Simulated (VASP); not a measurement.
# Al in VASP: notebook, part 2 of 2

VASP 6.6.1. Earlier steps stand in the parts before.

### 4 Single point, HSE06

This run uses another cell than the first one, of 15.94 Å³/atom.

File POSCAR:

```
Al
1.0
    0.0000000000      1.9974394157      1.9974394157
    1.9974394157      0.0000000000      1.9974394157
    1.9974394157      1.9974394157      0.0000000000
Al
1
Direct
    0.0000000000      0.0000000000      0.0000000000
```

File INCAR.step1:

```
SYSTEM = Al
PREC = Accurate ; ENCUT = 520
EDIFF = 1E-5 ; ISMEAR = -1
SIGMA = 0.05 ; LREAL = .FALSE.
LASPH = .TRUE. ; NELM = 80
ALGO = Normal ; ISIF = 2
LWAVE = .TRUE. ; GGA = PE
NBANDS = 8
```

File INCAR.step2:

```
SYSTEM = Al
PREC = Accurate ; ENCUT = 520
EDIFF = 1E-6 ; ISMEAR = -1
SIGMA = 0.05 ; LREAL = .FALSE.
LASPH = .TRUE. ; NELM = 80
ALGO = Normal ; ISIF = 2
LWAVE = .FALSE. ; LCHARG = .TRUE.
GGA = PE ; LHFCALC = .TRUE.
HFSCREEN = 0.2079 ; PRECFOCK = Normal
LELF = .TRUE. ; LVHAR = .TRUE.
ISTART = 1 ; NBANDS = 8
```

File KPOINTS:

```
Automatic mesh
0
G
  6 6 6
  0 0 0
```

Potentials or basis: VASP PAW PBE potentials, release 64 (Al).

Command:

```console
$ cat potpaw_PBE.64/Al/POTCAR > POTCAR
$ cp INCAR.step1 INCAR
$ mpirun -np 1 vasp_std > vasp.out
$ cp INCAR.step2 INCAR
$ mpirun -np 1 vasp_std > vasp.out
```

OUTCAR:

```text
SYSTEM = Al
   PREC = Accurate
   ENCUT = 520
   EDIFF = 1E-6
   ISMEAR = -1
   LREAL = .FALSE.
   LASPH = .TRUE.
   NELM = 80
   ISIF = 2
   GGA = PE
   LHFCALC = .TRUE.
   HFSCREEN = 0.2079
   PRECFOCK = Normal
   ISTART = 1

 ion  position               nearest neighbor table
   1  0.000  0.000  0.000-

  LATTYP: Found a face centered cubic cell.
 ALAT       =     3.9948788314

  Lattice vectors:

 A1 = (   0.0000000000,   1.9974394157,   1.9974394157)
 A2 = (   1.9974394157,   0.0000000000,   1.9974394157)
 A3 = (   1.9974394157,   1.9974394157,   0.0000000000)

Analysis of symmetry for initial positions (statically):
=====================================================================
 Subroutine PRICEL returns:
 Original cell was already a primitive cell.

 Routine SETGRP: Setting up the symmetry group for a
 face centered cubic supercell.

 Subroutine GETGRP returns: Found 48 space group operations
 (whereof 48 operations were pure point group operations)
 out of a pool of 48 trial point group operations.

The static configuration has the point symmetry O_h .

Analysis of symmetry for dynamics (positions and initial velocities):
=====================================================================
 Subroutine PRICEL returns:
 Original cell was already a primitive cell.

 Routine SETGRP: Setting up the symmetry group for a
 face centered cubic supercell.

 Subroutine GETGRP returns: Found 48 space group operations
 (whereof 48 operations were pure point group operations)
 out of a pool of 48 trial point group operations.

The dynamic configuration has the point symmetry O_h .

 Subroutine INISYM returns: Found 48 space group operations
 (whereof 48 operations are pure point group operations),
 and found     1 'primitive' translations

[... 111 lines left out ...]
   ENCUT4O =  -1.0   cutoff for four orbital integrals eV
   NKREDX  =     1    reduce k-point grid by
   NKREDY  =     1    reduce k-point grid by
   NKREDZ  =     1    reduce k-point grid by
   AEXX    =    0.2500 exact exchange contribution
   HFSCREEN=    0.2079 screening length (either q_TF or 0.3 A-1)
   HFSCREENC=   0.2079 screening length for correlation (either q_TF or 0.3 A-1)
   ENCUTFOCK=  -1.0 apply spherical cutoff to Coloumb kernel
   IVDW    =     0    specifies the selected vdW correction
   LEPSILON=     F    determine dielectric tensor
   LRPA    =     F    only Hartree local field effects (RPA)
 non-spin polarized calculation
  energy-cutoff  :      520.00
  volume of cell :       15.94
 maximum number of plane-waves:       444
 NGX is ok and might be reduce to    24
  NGX = 16; NGY = 16; NGZ = 16

 number of electron       3.0000000 magnetization

 Free energy of the ion-electron system (eV)
  ---------------------------------------------------
  ext. energy  EPLUGINS =         0.00000000
  ---------------------------------------------------
  free energy    TOTEN  =        -4.17402597 eV

  energy without entropy =       -4.16879384  energy(sigma->0) =       -4.17140990

 E-fermi :   8.8858     XC(G=0):  -8.5094

 val. band max:        7.6869122360   @ k =  -0.3333   0.5000   0.1667
 cond. band min:       8.9401127077   @ k =   0.3333   0.0000   0.0000
 fundamental gap:      1.2532004717
 Fermi energy:         8.8857578599

 k-point     1 :       0.0000    0.0000    0.0000
  band No.  band energies     occupation
      1      -4.6079      2.00000
      2      22.2686      0.00000
      3      22.2686      0.00000
      4      22.2686      0.00000
      5      24.0520      0.00000
      6      24.0520      0.00000
      7      24.0520      0.00000
      8      26.0585      0.00000
[... 155 lines left out ...]
 k-point    16 :      -0.3333    0.5000    0.1667
  band No.  band energies     occupation
      1       5.9632      2.00000
      2       7.6869      2.00000
      3       9.2549      0.00124
      4      11.2337      0.00000
      5      21.5390      0.00000
      6      23.6315      0.00000
      7      30.1251      0.00000
      8      31.3162      0.00000

------------------------ aborting loop because EDIFF is reached ----------------------------------------

  FORCE on cell =-STRESS in cart. coord.  units (eV):
  Direction    XX          YY          ZZ          XY          YZ          ZX
  --------------------------------------------------------------------------------------
  -------------------------------------------------------------------------------------
  Total        0.2419549      0.2419549      0.2419549     -0.0000000      0.0000000      0.0000000
  in kB       24.3217116     24.3217116     24.3217116     -0.0000000      0.0000000      0.0000000
  external PRESSURE =      24.3217116 kB  Pullay stress =       0.0000000 kB

 VOLUME and BASIS-vectors are now :
 -----------------------------------------------------------------------------
  energy-cutoff  :      520.00
  volume of cell :       15.94
      direct lattice vectors                 reciprocal lattice vectors
     0.000000000  1.997439416  1.997439416    -0.250320483  0.250320483  0.250320483
     1.997439416  0.000000000  1.997439416     0.250320483 -0.250320483  0.250320483
     1.997439416  1.997439416  0.000000000     0.250320483  0.250320483 -0.250320483

 POSITION                                       TOTAL-FORCE (eV/Angst)
 -----------------------------------------------------------------------------------
      0.00000      0.00000      0.00000        -0.000000      0.000000     -0.000000
 -----------------------------------------------------------------------------------
    total drift:                                0.000011      0.000014      0.000014

  FREE ENERGIE OF THE ION-ELECTRON SYSTEM (eV)
  ---------------------------------------------------
  free  energy   TOTEN  =        -4.1740259695 eV

  energy  without entropy=       -4.1687938403  energy(sigma->0) =       -4.17140990
```

Run time: 96 s. Hardware: 1 thread of Intel Xeon 8259CL, shared host; peak memory 0.23 GiB.

What came out:

```
Free energy            : -4.1740 eV
Pressure               : 2.4 GPa
Band gap on the k mesh : zero (an odd number of electrons rules out a gap without spin polarisation)
```

Caveat: the k points lie up to 0.45 Å⁻¹ apart, too coarse for converged energies and pressures of a metal; the PAW data sets were made with another functional, which shifts forces and pressure a little.

### 5 Single point, HSE06

This run uses another cell than the first one, of 16.27 Å³/atom.

File POSCAR:

```
Al
1.0
    0.0000000000      2.0112152952      2.0112152952
    2.0112152952      0.0000000000      2.0112152952
    2.0112152952      2.0112152952      0.0000000000
Al
1
Direct
    0.0000000000      0.0000000000      0.0000000000
```

File INCAR.step1:

```
PREC = Accurate
ENCUT = 520
EDIFF = 1E-5
ISMEAR = -1
SIGMA = 0.05
LREAL = F
LASPH = T
NELM = 80
ALGO = Normal
ISIF = 2
LWAVE = T
NBANDS = 8
GGA = PE
```

File INCAR.step2:

```
PREC = Accurate
ENCUT = 520
EDIFF = 1E-6
ISMEAR = -1
SIGMA = 0.05
LREAL = F
LASPH = T
NELM = 80
ALGO = Normal
ISIF = 2
LWAVE = F
LCHARG = T
GGA = PE
LHFCALC = T
HFSCREEN = 0.2079
PRECFOCK = Normal
LELF = T
LVHAR = T
NBANDS = 8
ISTART = 1
```

File KPOINTS:

```
Automatic mesh
0
Gamma
  6 6 6
```

Potentials or basis: VASP PAW PBE potentials, release 64 (Al).

Command:

```console
$ cat potpaw_PBE.64/Al/POTCAR > POTCAR
$ cp INCAR.step1 INCAR
$ mpirun -np 1 vasp_std > vasp.out
$ cp INCAR.step2 INCAR
$ mpirun -np 1 vasp_std > vasp.out
```

OUTCAR:

```text
PREC = Accurate
   ENCUT = 520
   EDIFF = 1E-6
   ISMEAR = -1
   LREAL = F
   LASPH = T
   NELM = 80
   ISIF = 2
   GGA = PE
   LHFCALC = T
   HFSCREEN = 0.2079
   PRECFOCK = Normal
   ISTART = 1

 ion  position               nearest neighbor table
   1  0.000  0.000  0.000-

  LATTYP: Found a face centered cubic cell.
 ALAT       =     4.0224305904

  Lattice vectors:
[... 352 lines left out ...]
      3       9.0444      0.00058
      4      10.9145      0.00000
      5      21.1732      0.00000
      6      23.1629      0.00000
      7      29.6488      0.00000
      8      30.7868      0.00000

------------------------ aborting loop because EDIFF is reached ----------------------------------------

  FORCE on cell =-STRESS in cart. coord.  units (eV):
  Direction    XX          YY          ZZ          XY          YZ          ZX
  --------------------------------------------------------------------------------------
  -------------------------------------------------------------------------------------
  Total        0.0690832      0.0690832      0.0690832      0.0000000     -0.0000000      0.0000000
  in kB        6.8026425      6.8026425      6.8026425      0.0000000     -0.0000000      0.0000000
  external PRESSURE =       6.8026425 kB  Pullay stress =       0.0000000 kB

 VOLUME and BASIS-vectors are now :
 -----------------------------------------------------------------------------
  energy-cutoff  :      520.00
  volume of cell :       16.27
      direct lattice vectors                 reciprocal lattice vectors
     0.000000000  2.011215295  2.011215295    -0.248605906  0.248605906  0.248605906
     2.011215295  0.000000000  2.011215295     0.248605906 -0.248605906  0.248605906
     2.011215295  2.011215295  0.000000000     0.248605906  0.248605906 -0.248605906

 POSITION                                       TOTAL-FORCE (eV/Angst)
 -----------------------------------------------------------------------------------
      0.00000      0.00000      0.00000         0.000000      0.000000     -0.000000
 -----------------------------------------------------------------------------------
    total drift:                               -0.000000      0.000000      0.000000

  FREE ENERGIE OF THE ION-ELECTRON SYSTEM (eV)
  ---------------------------------------------------
  free  energy   TOTEN  =        -4.1772540354 eV

  energy  without entropy=       -4.1721596036  energy(sigma->0) =       -4.17470682
```

OSZICAR.step1:

```text
N       E                     dE             d eps       ncg     rms          rms(c)
DAV:   1    -0.244895720674E+01   -0.24490E+01   -0.91119E+02   256   0.210E+02
DAV:   2    -0.383054355350E+01   -0.13816E+01   -0.13805E+01   384   0.192E+01
DAV:   3    -0.383451825524E+01   -0.39747E-02   -0.39732E-02   320   0.129E+00
DAV:   4    -0.383452653584E+01   -0.82806E-05   -0.82810E-05   408   0.504E-02
DAV:   5    -0.383452654041E+01   -0.45765E-08   -0.50393E-08   320   0.581E-04    0.130E+00
DAV:   6    -0.382143239631E+01    0.13094E-01   -0.15962E-03   352   0.187E-01    0.754E-01
DAV:   7    -0.381200293971E+01    0.94295E-02   -0.47555E-03   320   0.302E-01    0.147E-01
DAV:   8    -0.381199728368E+01    0.56560E-05   -0.12373E-05   360   0.249E-02
   1 F= -.38119973E+01 E0= -.38095996E+01  d E =-.479546E-02
```

It took 92 s on 1 thread of Intel Xeon 8259CL, shared host; peak memory 0.23 GiB.

Results:

```
Free energy            : -4.1773 eV
Pressure               : 0.7 GPa
Band gap on the k mesh : zero (an odd number of electrons rules out a gap without spin polarisation)
```

Levels at points of the mesh, in eV from the Fermi level:
| k point | band 1 | band 2 | band 3 | band 4 | band 5 | band 6 |
| --- | --- | --- | --- | --- | --- | --- |
| (0.00, 0.00, 0.00) | -13.31 | 13.29 | 13.29 | 13.29 | 14.91 | 14.91 |
| (0.50, 0.00, 0.00) | -5.84 | -5.53 | 12.04 | 12.04 | 12.08 | 12.08 |
| (0.50, 0.50, 0.00) | -3.92 | -2.24 | 5.39 | 5.83 | 5.83 | 9.56 |

Caveat: the k points lie up to 0.45 Å⁻¹ apart, too coarse for converged energies and pressures of a metal; the PAW data sets were made with another functional, which shifts forces and pressure a little.

### 6 Single point, PBE0

This run uses another cell than the first one, of 15.61 Å³/atom.

File POSCAR:

```
Al
1.0
    0.0000000000      1.9834708509      1.9834708509
    1.9834708509      0.0000000000      1.9834708509
    1.9834708509      1.9834708509      0.0000000000
Al
1
Direct
    0.0000000000      0.0000000000      0.0000000000
```

File INCAR.step1:

```
SYSTEM = Al
ALGO     = Normal         ! electronic algorithm
EDIFF    = 1E-5           ! SCF threshold, eV
ENCUT    = 520            ! plane-wave cutoff, eV
GGA      = PE             ! functional
ISIF     = 2              ! what is computed and relaxed
ISMEAR   = -1             ! smearing method
LASPH    = .TRUE.         ! aspherical terms in the spheres
LREAL    = .FALSE.        ! projectors in reciprocal space
LWAVE    = .TRUE.         ! write WAVECAR
NBANDS   = 8              ! bands
NELM     = 80             ! most SCF steps
PREC     = Accurate       ! precision mode
SIGMA    = 0.05           ! smearing width, eV
```

File INCAR.step2:

```
SYSTEM = Al
AEXX     = 0.25           ! exact-exchange fraction
ALGO     = Normal         ! electronic algorithm
EDIFF    = 1E-6           ! SCF threshold, eV
ENCUT    = 520            ! plane-wave cutoff, eV
GGA      = PE             ! functional
ISIF     = 2              ! what is computed and relaxed
ISMEAR   = -1             ! smearing method
ISTART   = 1            
LASPH    = .TRUE.         ! aspherical terms in the spheres
LCHARG   = .TRUE.         ! write CHGCAR
LELF     = .TRUE.         ! ELF
LHFCALC  = .TRUE.         ! exact exchange
LREAL    = .FALSE.        ! projectors in reciprocal space
LVHAR    = .TRUE.       
LWAVE    = .FALSE.        ! write WAVECAR
NBANDS   = 8              ! bands
NELM     = 80             ! most SCF steps
PREC     = Accurate       ! precision mode
PRECFOCK = Normal       
SIGMA    = 0.05           ! smearing width, eV
```

File KPOINTS:

```
k-points
0
G
  6 6 6
  0 0 0
```

Potentials or basis: VASP PAW PBE potentials, release 64 (Al).

Command:

```console
$ cat potpaw_PBE.64/Al/POTCAR > POTCAR
$ cp INCAR.step1 INCAR
$ mpirun -np 1 vasp_std > vasp.out
$ cp INCAR.step2 INCAR
$ mpirun -np 1 vasp_std > vasp.out
```

Run time: 92 s. Hardware: 1 thread of Intel Xeon 8259CL, shared host; peak memory 0.14 GiB.

The run converged. Its results:

```yaml
Free_energy: -4.4896 eV
Pressure: 3.7 GPa
Band_gap_on_the_k_mesh: zero (an odd number of electrons rules out a gap without spin polarisation)
```

Levels at points of the mesh, in eV from the Fermi level:
```
           k point  band 1  band 2  band 3  band 4
(0.00, 0.00, 0.00)  -14.07   13.94   13.94   13.94
(0.50, 0.00, 0.00)   -6.48   -6.03   12.65   12.65
(0.50, 0.50, 0.00)   -4.42   -2.56    5.80    6.44
```

Caveat: the k points lie up to 0.46 Å⁻¹ apart, too coarse for converged energies and pressures of a metal; the PAW data sets were made with another functional, which shifts forces and pressure a little.

### 7 Overview

```csv
level,spin,cell,k mesh,smearing,grid for exact exchange (PRECFOCK),share of exact exchange,screening parameter,gap on the mesh (eV),pressure (GPa)
PBEsol+D3(BJ),"non-collinear, zero start, SOC","a = 2.860, b = 2.876, c = 2.863 Å, angles 59.4, 59.7, 60.5°, 1 atom",8 × 8 × 8,methfessel-paxton 0.025 eV,-,-,-,-,-4.9
HSE06,off,"a = 2.805 Å, angles 60.0°, 1 atom",6 × 6 × 6,fermi-dirac 0.05 eV,Normal,0.25,0.2079 1/Å,none,4.4
HSE06,off,"a = 2.825 Å, angles 60.0°, 1 atom",6 × 6 × 6,fermi-dirac 0.05 eV,Normal,0.25,0.2079 1/Å,none,2.4
HSE06,off,"a = 2.844 Å, angles 60.0°, 1 atom",6 × 6 × 6,fermi-dirac 0.05 eV,Normal,0.25,0.2079 1/Å,none,0.7
PBE0,off,"a = 2.805 Å, angles 60.0°, 1 atom",6 × 6 × 6,fermi-dirac 0.05 eV,Normal,0.25,-,none,3.7
```

Alike in all rows: task single point; potentials or basis VASP PAW PBE potentials, release 64 (Al); cutoff (eV) 520.

Caveats: some runs use coarse meshes; the PAW data sets were made with another functional, which shifts forces and pressure a little; three body term missing (at least some runs); the cell stands under tension (at least some runs).

Total energies depend on the potentials used, so only differences within one code and one set of settings carry meaning.
